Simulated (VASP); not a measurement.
# RuF3 in VASP: a series of runs

The runs below take RuF3 through single point, with PBE.

All numbers are computed with VASP 6.6.1; they aren't measurements. Logs are shortened: lines on timing, memory, paths and dates and some standing lists are left out, and cuts for length are marked.

## (1) The cell of the first run

The cell holds an amorphous packing of atoms, 8 atoms: a = 5.438 Å, b = 4.471 Å, c = 4.325 Å, α = 87.94°, β = 99.68°, γ = 78.25°.

## (2) Single point, PBE

Input file INCAR:

```
PREC = Accurate
ENCUT = 520
EDIFF = 1E-6
ISMEAR = -1
SIGMA = 0.05
LREAL = False
LASPH = True
NELM = 100
ALGO = Normal
ISIF = 2
LWAVE = False
LCHARG = False
GGA = PE
NBANDS = 45
```

Input file KPOINTS:

```
regular mesh
0
Gamma
  3 3 4
```

Input file POSCAR:

```
RuF3
1.0
    5.3324190000      1.0553050000      0.1383760000
    0.0722620000      4.4175730000     -0.6846400000
   -1.0099630000      0.8133790000      4.1265380000
Ru F
2 6
Direct
    0.8669989643      0.8739699036      0.2096953684
    0.4006488855      0.5707960981      0.0105237491
    0.4282850791      0.9712082788      0.6136501493
    0.7221696912      0.7050954959      0.7112181269
    0.2344268304      0.0655237538      0.1519540437
    0.8176193281      0.3665042507      0.3870163265
   -0.0027253544      0.3017609854      0.8695785098
    0.2199624741      0.3807503949      0.5000459036
```

Potentials or basis: VASP PAW PBE potentials, release 64 (Ru_pv, F).

Command:

```console
> cat potpaw_PBE.64/Ru_pv/POTCAR potpaw_PBE.64/F/POTCAR > POTCAR
> mpirun -np 1 vasp_std > vasp.out
```

OUTCAR:

```text
PREC = Accurate
   ENCUT = 520
   EDIFF = 1E-6
   ISMEAR = -1
   LREAL = False
   LASPH = True
   NELM = 100
   ISIF = 2
   GGA = PE

 ion  position               nearest neighbor table
   1  0.867  0.874  0.210-   6 2.34   4 2.37   5 2.37   6 2.45   4 2.57   2 3.12   2 3.21
   2  0.401  0.571  0.011-   5 2.36   3 2.48   4 2.50   8 2.51   6 2.54   1 3.12   1 3.21
   3  0.428  0.971  0.614-   4 1.76   2 2.48
   4  0.722  0.705  0.711-   3 1.76   1 2.37   2 2.50   1 2.57
   5  0.234  0.066  0.152-   7 1.76   2 2.36   1 2.37
   6  0.818  0.367  0.387-   1 2.34   1 2.45   2 2.54
   7  0.997  0.302  0.870-   5 1.76
   8  0.220  0.381  0.500-   2 2.51

  LATTYP: Found a triclinic cell.
 ALAT       =    10.0720152411
 B/A-ratio  =     1.1291155433
 C/A-ratio  =     1.1454226571
 COS(alpha) =     0.0024803711
 COS(beta)  =     0.6447944501
 COS(gamma) =     0.7621056284

  Lattice vectors:

 A1 = (   0.8654390000,  -9.6485250000,  -2.7572580000)
 A2 = (  -5.4769430000,  -9.8904510000,   1.2309040000)
 A3 = (   7.2800830000,  -4.9890260000,  -7.4300600000)

Analysis of symmetry for initial positions (statically):
=====================================================================
 Subroutine PRICEL returns:
 Original cell was already a primitive cell.

 Routine SETGRP: Setting up the symmetry group for a
 triclinic supercell.

 Subroutine GETGRP returns: Found  1 space group operations
 (whereof  1 operations were pure point group operations)
 out of a pool of  2 trial point group operations.

The static configuration has the point symmetry C_1 .

Analysis of symmetry for dynamics (positions and initial velocities):
=====================================================================
 Subroutine PRICEL returns:
 Original cell was already a primitive cell.

 Routine SETGRP: Setting up the symmetry group for a
 triclinic supercell.

 Subroutine GETGRP returns: Found  1 space group operations
 (whereof  1 operations were pure point group operations)
 out of a pool of  2 trial point group operations.

The dynamic configuration has the point symmetry C_1 .

 Subroutine INISYM returns: Found  1 space group operations
 (whereof  1 operations are pure point group operations),
 and found     1 'primitive' translations

----------------------------------------------------------------------------------------

                                     Primitive cell

  volume of cell :     101.2162

  direct lattice vectors                    reciprocal lattice vectors
     5.332419000  1.055305000  0.138376000     0.185604271  0.003885438  0.044660467
     0.072262000  4.417573000 -0.684640000    -0.041912313  0.218781079 -0.053381750
    -1.009963000  0.813379000  4.126538000    -0.013177638  0.036168000  0.231979636

  length of vectors
     5.437601397  4.470895317  4.325497257     0.190941350  0.229066396  0.235151708

  position of ions in fractional coordinates (direct lattice)
     0.866998964  0.873969904  0.209695368
     0.400648885  0.570796098  0.010523749
     0.428285079  0.971208279  0.613650149
     0.722169691  0.705095496  0.711218127
     0.234426830  0.065523754  0.151954044
     0.817619328  0.366504251  0.387016327
     0.997274646  0.301760985  0.869578510
     0.219962474  0.380750395  0.500045904

  ion indices of the primitive-cell ions
   primitive index   ion index
                 1           1
                 2           2
                 3           3
                 4           4
                 5           5
                 6           6
                 7           7
                 8           8

----------------------------------------------------------------------------------------

 KPOINTS: regular mesh

Automatic generation of k-mesh.
 Grid dimensions read from file:
 generate k-points for:    3    3    4

 Generating k-lattice:

  Cartesian coordinates                     Fractional coordinates (reciprocal lattice)
     0.061868090  0.001295146  0.014886822     0.333333333  0.000000000  0.000000000
    -0.013970771  0.072927026 -0.017793917    -0.000000000  0.333333333  0.000000000
    -0.003294409  0.009042000  0.057994909     0.000000000  0.000000000  0.250000000

  Length of vectors
     0.063647117  0.076355465  0.058787927

  Shift w.r.t. Gamma in fractional coordinates (k-lattice)
     0.000000000  0.000000000  0.000000000

 Subroutine IBZKPT returns following result:
 ===========================================

 Found     19 irreducible k-points:

 Following reciprocal coordinates:
            Coordinates               Weight
  0.000000  0.000000  0.000000      1.000000
  0.333333 -0.000000  0.000000      2.000000
  0.000000  0.333333  0.000000      2.000000
  0.333333  0.333333  0.000000      2.000000
 -0.333333  0.333333 -0.000000      2.000000
  0.000000  0.000000  0.250000      2.000000
[... 11 lines left out ...]
  0.333333  0.333333  0.500000      2.000000
 -0.333333  0.333333  0.500000      2.000000
   k-points           NKPTS =     19   k-points in BZ     NKDIM =     19   number of bands    NBANDS=     45
   number of dos      NEDOS =    301   number of ions     NIONS =      8
   total plane-waves  NPLWV =  46080
   dimension x,y,z NGX =    40 NGY =   36 NGZ =   32
   dimension x,y,z NGXF=    80 NGYF=   72 NGZF=   64
   ions per type =               2   6
   NGX,Y,Z   is equivalent  to a cutoff of  12.23, 13.39, 12.30 a.u.
   NGXF,Y,Z  is equivalent  to a cutoff of  24.46, 26.77, 24.60 a.u.
 SYSTEM =  unknown system
   PREC   = accura    normal or accurate (medium, high low for compatibility)
   ISTART =      0    job   : 0-new  1-cont  2-samecut
   ICHARG =      2    charge: 1-file 2-atom 10-const
   ISPIN  =      1    spin polarized calculation?
   LNONCOLLINEAR =      F non collinear calculations
   LSORBIT =      F    spin-orbit coupling
   LASPH  =      T    aspherical Exc in radial PAW
   ENCUT  =  520.0 eV  38.22 Ry    6.18 a.u.  10.11  8.31  8.04*2*pi/ulx,y,z
   NELM   =    100;   NELMIN=  2; NELMDL= -5     # of ELM steps
   EDIFF  = 0.1E-05   stopping-criterion for ELM
   LREAL  =      F    real-space projection
   EDIFFG = 0.1E-04   stopping-criterion for IOM
   NSW    =      0    number of steps for IOM
   IBRION =     -1    ionic relax: 0-MD 1-quasi-New 2-CG
   NFREE  =      0    steps in history (QN), initial steepest desc. (CG)
   ISIF   =      2    stress and relaxation
   ISYM   =      2    0-nonsym 1-usesym 2-fastsym
   POTIM  = 0.5000    time-step for ionic-motion
   TEBEG  =    0.0;   TEEND  =   0.0 temperature during run
   PSTRESS=    0.0 pullay stress
   NELECT =      70.0000    total number of electrons
   NUPDOWN=      -1.0000    fix difference up-down
   EMIN   =  10.00;   EMAX   =-10.00  energy-range for DOS
   EFERMI =   0.00;   METHOD = LEGACY
   ISMEAR =    -1;   SIGMA  =   0.05  broadening in eV -4-tet -1-fermi 0-gaus
   EFERMI_NEDOS =   21; number of points for ismear=-14 and -15
   IALGO  =     38    algorithm
   IMIX   =      4    mixing-type and parameters
     AMIX     =   0.40;   BMIX     =  1.00
     AMIX_MAG =   1.60;   BMIX_MAG =  1.00
  volume/ion in A,a.u.               =      12.65        85.38
  Fermi-wavevector in a.u.,A,eV,Ry     =   1.447741  2.735834 28.517185  2.095954
  Thomas-Fermi vector in A             =   2.565661
   LORBIT       =      0    0 simple, 1 ext, 2 COOP (PROOUT), +10 PAW based schemes
   GGA     = PE    functional components
   LHFCALC =     F    Hartree Fock is set to
   AEXX    =    0.0000 exact exchange contribution
   IVDW    =     0    specifies the selected vdW correction
   LEPSILON=     F    determine dielectric tensor
   LRPA    =     F    only Hartree local field effects (RPA)
 non-spin polarized calculation
  energy-cutoff  :      520.00
  volume of cell :      101.22
 maximum number of plane-waves:      2752
   NGX = 21   NGY = 17   NGZ = 17

 number of electron      70.0000014 magnetization

 Free energy of the ion-electron system (eV)
  ---------------------------------------------------
  ext. energy  EPLUGINS =         0.00000000
  ---------------------------------------------------
  free energy    TOTEN  =       -25.47725014 eV

  energy without entropy =      -25.30644795  energy(sigma->0) =      -25.39184905

 E-fermi :   2.5464     XC(G=0): -10.5441

 val. band max:        2.5454448523   @ k =   0.0000  -0.3333   0.2500
 cond. band min:       2.5471734988   @ k =   0.3333  -0.3333   0.2500
 fundamental gap:      0.0017286466
 Fermi energy:         2.5464432728

 k-point     1 :       0.0000    0.0000    0.0000
  band No.  band energies     occupation
      1     -40.1751      2.00000
      2     -40.0307      2.00000
      3     -39.9130      2.00000
      4     -39.8832      2.00000
      5     -39.8541      2.00000
      6     -39.7803      2.00000
[... 37 lines left out ...]
     44      12.2581      0.00000
     45      13.4531      0.00000

 k-point     2 :       0.3333   -0.0000    0.0000
  band No.  band energies     occupation
      1     -40.1758      2.00000
      2     -40.0291      2.00000
      3     -39.9136      2.00000
      4     -39.8826      2.00000
      5     -39.8515      2.00000
      6     -39.7840      2.00000
[... 37 lines left out ...]
     44      12.5128      0.00000
     45      12.9805      0.00000

 k-point     3 :       0.0000    0.3333    0.0000
  band No.  band energies     occupation
      1     -40.1769      2.00000
      2     -40.0320      2.00000
      3     -39.9119      2.00000
      4     -39.8832      2.00000
      5     -39.8523      2.00000
      6     -39.7828      2.00000
[... 757 lines left out ...]
     44      10.2157      0.00000
     45      12.2630      0.00000

 k-point    19 :      -0.3333    0.3333    0.5000
  band No.  band energies     occupation
      1     -40.1774      2.00000
      2     -40.0301      2.00000
      3     -39.9152      2.00000
      4     -39.8845      2.00000
      5     -39.8507      2.00000
      6     -39.7847      2.00000
[... 37 lines left out ...]
     44      10.3416      0.00000
     45      11.5642      0.00000

------------------------ aborting loop because EDIFF is reached ----------------------------------------

  FORCE on cell =-STRESS in cart. coord.  units (eV):
  Direction    XX          YY          ZZ          XY          YZ          ZX
  --------------------------------------------------------------------------------------
  -------------------------------------------------------------------------------------
  Total        2.7353267     -7.7644559      3.6085484     -7.0357645      0.4920241      5.2156512
  in kB       43.2982017   -122.9056033     57.1206569   -111.3709566      7.7883779     82.5599064
  external PRESSURE =      -7.4955816 kB  Pullay stress =       0.0000000 kB

 VOLUME and BASIS-vectors are now :
 -----------------------------------------------------------------------------
  energy-cutoff  :      520.00
  volume of cell :      101.22
      direct lattice vectors                 reciprocal lattice vectors
     5.332419000  1.055305000  0.138376000     0.185604271  0.003885438  0.044660467
     0.072262000  4.417573000 -0.684640000    -0.041912313  0.218781079 -0.053381750
    -1.009963000  0.813379000  4.126538000    -0.013177638  0.036168000  0.231979636

 POSITION                                       TOTAL-FORCE (eV/Angst)
 -----------------------------------------------------------------------------------
      4.47457      4.94634      0.38693        -0.034564     -0.155624     -0.142319
      2.16705      2.95290     -0.29192        -0.252817      1.268407     -0.052929
      1.73421      5.24148      1.92659        -1.793191      0.217840      1.111187
      3.18356      4.45541      2.55206         2.186728      0.185737      2.145204
      1.10133      0.66044      0.61462         1.733358     -3.926617      0.354689
      3.99550      2.79669      1.45925        -1.494798     -2.295275     -2.825110
      4.46145      3.09278      3.51975        -1.790157      0.805539     -0.392369
      0.69542      2.32085      1.83322         1.445441      3.899994     -0.198353
 -----------------------------------------------------------------------------------
    total drift:                                0.000607     -0.001857     -0.001527

  FREE ENERGIE OF THE ION-ELECTRON SYSTEM (eV)
  ---------------------------------------------------
  free  energy   TOTEN  =       -25.4772501387 eV

  energy  without entropy=      -25.3064479527  energy(sigma->0) =      -25.39184905
```

Run time: 75 s. Hardware: 1 thread of Oxide Virtual Turin-like, shared host; peak memory 0.19 GiB.

What came out:

```
Free energy            : -25.4773 eV
Pressure               : -0.7 GPa
Largest force          : 4.307 eV/Å
Band gap on the k mesh : zero (band 35 reaches 2.60 eV, above the bottom of band 36 at 2.55 eV)
```

Forces on the atoms (eV/Å):
```
Ru  -0.035 -0.156 -0.142
Ru  -0.253  1.268 -0.053
F   -1.793  0.218  1.111
F    2.187  0.186  2.145
F    1.733 -3.927  0.355
F   -1.495 -2.295 -2.825
F   -1.790  0.806 -0.392
F    1.445  3.900 -0.198
```

Caveat: the k points lie up to 0.48 Å⁻¹ apart.

(Continued in part 2 of 2.)
